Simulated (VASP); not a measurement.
# C (Fd-3m) in VASP: further runs, part 2 of 3

VASP 6.6.1. The steps go on from the part before.

## (4) Single point, r2SCAN

Contents of POSCAR:

```
C
1.0
    0.0000000000      1.7833800000      1.7833800000
    1.7833800000      0.0000000000      1.7833800000
    1.7833800000      1.7833800000      0.0000000000
C
2
Direct
    0.5000000000      0.5000000000      0.5000000000
    0.7500000000      0.7500000000      0.7500000000
```

Contents of INCAR.step1:

```
PREC = Accurate
ENCUT = 910
ISMEAR = -1
SIGMA = 0.001
LREAL = False
LASPH = True
NELM = 120
NBANDS = 11
GGA = PE
ALGO = Normal
EDIFF = 1E-5
LWAVE = True
LCHARG = False
GGA_COMPAT = False
```

Contents of INCAR.step2:

```
PREC = Accurate
ENCUT = 910
EDIFF = 1E-6
ISMEAR = -1
SIGMA = 0.001
LREAL = False
LASPH = True
NELM = 120
ALGO = Normal
ISIF = 2
LWAVE = False
LCHARG = False
METAGGA = R2SCAN
LMIXTAU = True
NBANDS = 11
ISTART = 1
GGA_COMPAT = False
```

Contents of KPOINTS:

```
Automatic mesh
0
Gamma
  12 12 12
```

Potentials or basis: VASP PAW PBE potentials, release 64 (C_h).

Run with:

```bash
> cat potpaw_PBE.64/C_h/POTCAR > POTCAR
> cp INCAR.step1 INCAR
> mpirun -np 1 vasp_std > vasp.out
> cp INCAR.step2 INCAR
> mpirun -np 1 vasp_std > vasp.out
```

OUTCAR:

```text
PREC = Accurate
   ENCUT = 910
   EDIFF = 1E-6
   ISMEAR = -1
   LREAL = False
   LASPH = True
   NELM = 120
   ISIF = 2
   METAGGA = R2SCAN
   ISTART = 1

 ion  position               nearest neighbor table
   1  0.500  0.500  0.500-
   2  0.750  0.750  0.750-

  LATTYP: Found a face centered cubic cell.
 ALAT       =     3.5667600000

  Lattice vectors:

 A1 = (   0.0000000000,   1.7833800000,   1.7833800000)
 A2 = (   1.7833800000,   0.0000000000,   1.7833800000)
 A3 = (   1.7833800000,   1.7833800000,   0.0000000000)

Analysis of symmetry for initial positions (statically):
=====================================================================
 Subroutine PRICEL returns:
 Original cell was already a primitive cell.

 Routine SETGRP: Setting up the symmetry group for a
 face centered cubic supercell.

 Subroutine GETGRP returns: Found 48 space group operations
 (whereof 24 operations were pure point group operations)
 out of a pool of 48 trial point group operations.

The static configuration has the point symmetry T_d .
 The point group associated with its full space group is O_h .

Analysis of symmetry for dynamics (positions and initial velocities):
=====================================================================
 Subroutine PRICEL returns:
 Original cell was already a primitive cell.

 Routine SETGRP: Setting up the symmetry group for a
 face centered cubic supercell.

 Subroutine GETGRP returns: Found 48 space group operations
 (whereof 24 operations were pure point group operations)
 out of a pool of 48 trial point group operations.

The dynamic configuration has the point symmetry T_d .
 The point group associated with its full space group is O_h .

 Subroutine INISYM returns: Found 48 space group operations
 (whereof 24 operations are pure point group operations),
 and found     1 'primitive' translations

----------------------------------------------------------------------------------------

                                     Primitive cell

  volume of cell :      11.3439

  direct lattice vectors                    reciprocal lattice vectors
     0.000000000  1.783380000  1.783380000    -0.280366495  0.280366495  0.280366495
     1.783380000  0.000000000  1.783380000     0.280366495 -0.280366495  0.280366495
     1.783380000  1.783380000  0.000000000     0.280366495  0.280366495 -0.280366495

  length of vectors
     2.522080183  2.522080183  2.522080183     0.485609014  0.485609014  0.485609014

  position of ions in fractional coordinates (direct lattice)
     0.500000000  0.500000000  0.500000000
     0.750000000  0.750000000  0.750000000

  ion indices of the primitive-cell ions
   primitive index   ion index
                 1           1
                 2           2

----------------------------------------------------------------------------------------

 KPOINTS: Automatic mesh

Automatic generation of k-mesh.
 Grid dimensions read from file:
 generate k-points for:   12   12   12

 Generating k-lattice:

  Cartesian coordinates                     Fractional coordinates (reciprocal lattice)
    -0.023363875  0.023363875  0.023363875     0.083333333  0.000000000  0.000000000
     0.023363875 -0.023363875  0.023363875     0.000000000  0.083333333  0.000000000
     0.023363875  0.023363875 -0.023363875     0.000000000  0.000000000  0.083333333

  Length of vectors
     0.040467418  0.040467418  0.040467418

  Shift w.r.t. Gamma in fractional coordinates (k-lattice)
     0.000000000  0.000000000  0.000000000

 Subroutine IBZKPT returns following result:
 ===========================================

 Found     72 irreducible k-points:

 Following reciprocal coordinates:
            Coordinates               Weight
  0.000000  0.000000  0.000000      1.000000
  0.083333  0.000000  0.000000      8.000000
  0.166667  0.000000  0.000000      8.000000
  0.250000  0.000000  0.000000      8.000000
  0.333333  0.000000  0.000000      8.000000
  0.416667  0.000000  0.000000      8.000000
[... 16 lines left out ...]
  0.500000  0.166667  0.000000     24.000000
 -0.416667  0.166667  0.000000     24.000000
 [... further k-points ...]
   k-points           NKPTS =     72   k-points in BZ     NKDIM =     72   number of bands    NBANDS=     11
   number of dos      NEDOS =    301   number of ions     NIONS =      2
   total plane-waves  NPLWV =  21952
   dimension x,y,z NGX =    28 NGY =   28 NGZ =   28
   dimension x,y,z NGXF=    56 NGYF=   56 NGZF=   56
   ions per type =               2
   NGX,Y,Z   is equivalent  to a cutoff of  18.46, 18.46, 18.46 a.u.
   NGXF,Y,Z  is equivalent  to a cutoff of  36.91, 36.91, 36.91 a.u.
 SYSTEM =  unknown system
   PREC   = accura    normal or accurate (medium, high low for compatibility)
   ISTART =      1    job   : 0-new  1-cont  2-samecut
   ICHARG =      0    charge: 1-file 2-atom 10-const
   ISPIN  =      1    spin polarized calculation?
   LNONCOLLINEAR =      F non collinear calculations
   LSORBIT =      F    spin-orbit coupling
   LASPH  =      T    aspherical Exc in radial PAW
   ENCUT  =  910.0 eV  66.88 Ry    8.18 a.u.   6.20  6.20  6.20*2*pi/ulx,y,z
   NELM   =    120;   NELMIN=  2; NELMDL=  0     # of ELM steps
   EDIFF  = 0.1E-05   stopping-criterion for ELM
   LREAL  =      F    real-space projection
   EDIFFG = 0.1E-04   stopping-criterion for IOM
   NSW    =      0    number of steps for IOM
   IBRION =     -1    ionic relax: 0-MD 1-quasi-New 2-CG
   NFREE  =      0    steps in history (QN), initial steepest desc. (CG)
   ISIF   =      2    stress and relaxation
   ISYM   =      2    0-nonsym 1-usesym 2-fastsym
   POTIM  = 0.5000    time-step for ionic-motion
   TEBEG  =    0.0;   TEEND  =   0.0 temperature during run
   PSTRESS=    0.0 pullay stress
   NELECT =       8.0000    total number of electrons
   NUPDOWN=      -1.0000    fix difference up-down
   EMIN   =  10.00;   EMAX   =-10.00  energy-range for DOS
   EFERMI =   0.00;   METHOD = LEGACY
   ISMEAR =    -1;   SIGMA  =   0.00  broadening in eV -4-tet -1-fermi 0-gaus
   EFERMI_NEDOS =   21; number of points for ismear=-14 and -15
   IALGO  =     38    algorithm
   IMIX   =      4    mixing-type and parameters
     AMIX     =   0.40;   BMIX     =  1.00
     AMIX_MAG =   1.60;   BMIX_MAG =  1.00
  volume/ion in A,a.u.               =       5.67        38.28
  Fermi-wavevector in a.u.,A,eV,Ry     =   1.457195  2.753699 28.890837  2.123417
  Thomas-Fermi vector in A             =   2.574025
   LORBIT       =      0    0 simple, 1 ext, 2 COOP (PROOUT), +10 PAW based schemes
   METAGGA = R2SCAN    functional components
   LHFCALC =     F    Hartree Fock is set to
   AEXX    =    0.0000 exact exchange contribution
   IVDW    =     0    specifies the selected vdW correction
   LEPSILON=     F    determine dielectric tensor
   LRPA    =     F    only Hartree local field effects (RPA)
 non-spin polarized calculation
  energy-cutoff  :      910.00
  volume of cell :       11.34
 maximum number of plane-waves:       725
 NGX is ok and might be reduce to    28
   NGX = 13   NGY = 13   NGZ = 13

 number of electron       8.0000000 magnetization

 Free energy of the ion-electron system (eV)
  ---------------------------------------------------
  ext. energy  EPLUGINS =         0.00000000
  ---------------------------------------------------
  free energy    TOTEN  =       -19.71890723 eV

  energy without entropy =      -19.71890723  energy(sigma->0) =      -19.71890723

 E-fermi :  11.0811     XC(G=0): -14.2700

 val. band max:       10.9079974958   @ k =   0.0000   0.0000   0.0000
 cond. band min:      15.2822408740   @ k =   0.3333   0.3333   0.0000
 fundamental gap:      4.3742433781
 Fermi energy:        11.0811086201

 k-point     1 :       0.0000    0.0000    0.0000
  band No.  band energies     occupation
      1     -11.7609      2.00000
      2      10.9080      2.00000
      3      10.9080      2.00000
      4      10.9080      2.00000
      5      16.7870      0.00000
      6      16.7870      0.00000
      7      16.7870      0.00000
      8      24.7602      0.00000
      9      31.3075      0.00000
     10      38.2610      0.00000
     11      38.2610      0.00000
[... 309 lines left out ...]
 k-point    24 :      -0.4167    0.1667    0.0000
  band No.  band energies     occupation
      1      -5.3696      2.00000
      2      -2.2627      2.00000
      3       5.1071      2.00000
      4       7.1140      2.00000
      5      18.8416      0.00000
      6      21.7093      0.00000
      7      22.6492      0.00000
      8      27.3298      0.00000
      9      31.4578      0.00000
     10      36.1644      0.00000
     11      36.9186      0.00000

 [... further k-points ...]
[... 5 lines left out ...]
  --------------------------------------------------------------------------------------
  -------------------------------------------------------------------------------------
  Total       -0.2313249     -0.2313249     -0.2313249     -0.0000000     -0.0000000      0.0000000
  in kB      -32.6716712    -32.6716712    -32.6716712     -0.0000000     -0.0000000      0.0000000
  external PRESSURE =     -32.6716712 kB  Pullay stress =       0.0000000 kB

 VOLUME and BASIS-vectors are now :
 -----------------------------------------------------------------------------
  energy-cutoff  :      910.00
  volume of cell :       11.34
      direct lattice vectors                 reciprocal lattice vectors
     0.000000000  1.783380000  1.783380000    -0.280366495  0.280366495  0.280366495
     1.783380000  0.000000000  1.783380000     0.280366495 -0.280366495  0.280366495
     1.783380000  1.783380000  0.000000000     0.280366495  0.280366495 -0.280366495

 POSITION                                       TOTAL-FORCE (eV/Angst)
 -----------------------------------------------------------------------------------
      1.78338      1.78338      1.78338         0.000000      0.000000      0.000000
      2.67507      2.67507      2.67507        -0.000000     -0.000000     -0.000000
 -----------------------------------------------------------------------------------
    total drift:                                0.000000      0.000000      0.000000

  FREE ENERGIE OF THE ION-ELECTRON SYSTEM (eV)
  ---------------------------------------------------
  free  energy   TOTEN  =       -19.7189072320 eV

  energy  without entropy=      -19.7189072320  energy(sigma->0) =      -19.71890723
```

It took 39 s on 1 thread of Intel Xeon 6975P-C (Granite Rapids), shared host; peak memory 0.16 GiB.

Results:

| Quantity | Value |
| --- | --- |
| Free energy | -19.7189 eV |
| Pressure | -3.3 GPa |
| Band gap on the k mesh | 4.37 eV, indirect (least direct gap 5.88 eV) |

Levels at points of the mesh, in eV from the valence-band top:
```csv
k point,band 1,band 2,band 3,band 4,band 5,band 6,band 7,band 8,band 9
"(0.00, 0.00, 0.00)",-22.67,0.00,0.00,0.00,5.88,5.88,5.88,13.85,20.40
"(0.50, 0.00, 0.00)",-16.73,-14.02,-2.97,-2.97,8.91,8.91,9.15,16.73,23.20
"(0.50, 0.50, 0.00)",-13.57,-13.57,-6.64,-6.64,5.03,5.03,17.92,17.92,24.63
```

Caveat: the cutoff is under 1.25 times the usual one of these potentials, so pressure, stress and relaxed cells hold a basis-set (Pulay) error; the PAW data sets were made with another functional, which shifts forces and pressure a little.

## (5) Single point, r2SCAN

POSCAR is that of step 4.

Contents of INCAR.step1:

```
SYSTEM = C
PREC = Accurate
ENCUT = 910
ISMEAR = 0
SIGMA = 0.1
LREAL = .False.
LASPH = .True.
NELM = 120
NBANDS = 11
GGA = PE
ALGO = Normal
EDIFF = 1E-5
LWAVE = .True.
LCHARG = .False.
GGA_COMPAT = .False.
```

Contents of INCAR.step2:

```
SYSTEM = C
PREC = Accurate
ENCUT = 910
EDIFF = 1E-6
ISMEAR = 0
SIGMA = 0.1
LREAL = .False.
LASPH = .True.
NELM = 120
ALGO = Normal
ISIF = 2
LWAVE = .False.
LCHARG = .False.
METAGGA = R2SCAN
LMIXTAU = .True.
NBANDS = 11
ISTART = 1
GGA_COMPAT = .False.
```

Contents of KPOINTS:

```
regular mesh
0
Gamma
  12 12 12
  0 0 0
```

Run with:

```bash
> cat potpaw_PBE.64/C_h/POTCAR > POTCAR
> cp INCAR.step1 INCAR
> mpirun -np 1 vasp_std > vasp.out
> cp INCAR.step2 INCAR
> mpirun -np 1 vasp_std > vasp.out
```

Wall time 36 s (1 thread of Intel Xeon 6975P-C (Granite Rapids), shared host); peak memory 0.16 GiB.

The run converged. Its results:

```
Free energy            : -19.7189 eV
Pressure               : -3.3 GPa
Band gap on the k mesh : 4.37 eV, indirect (least direct gap 5.88 eV)
```

Levels at points of the mesh, in eV from the valence-band top:
| k point | band 1 | band 2 | band 3 | band 4 | band 5 | band 6 | band 7 | band 8 |
| --- | --- | --- | --- | --- | --- | --- | --- | --- |
| (0.00, 0.00, 0.00) | -22.67 | 0.00 | 0.00 | 0.00 | 5.88 | 5.88 | 5.88 | 13.85 |
| (0.50, 0.00, 0.00) | -16.73 | -14.02 | -2.97 | -2.97 | 8.91 | 8.91 | 9.15 | 16.73 |
| (0.50, 0.50, 0.00) | -13.57 | -13.57 | -6.64 | -6.64 | 5.03 | 5.03 | 17.92 | 17.92 |

Caveat: the cutoff is under 1.25 times the usual one of these potentials, so pressure, stress and relaxed cells hold a basis-set (Pulay) error; the PAW data sets were made with another functional, which shifts forces and pressure a little. A k mesh can miss the band edges.

[end of part 2 of 3]
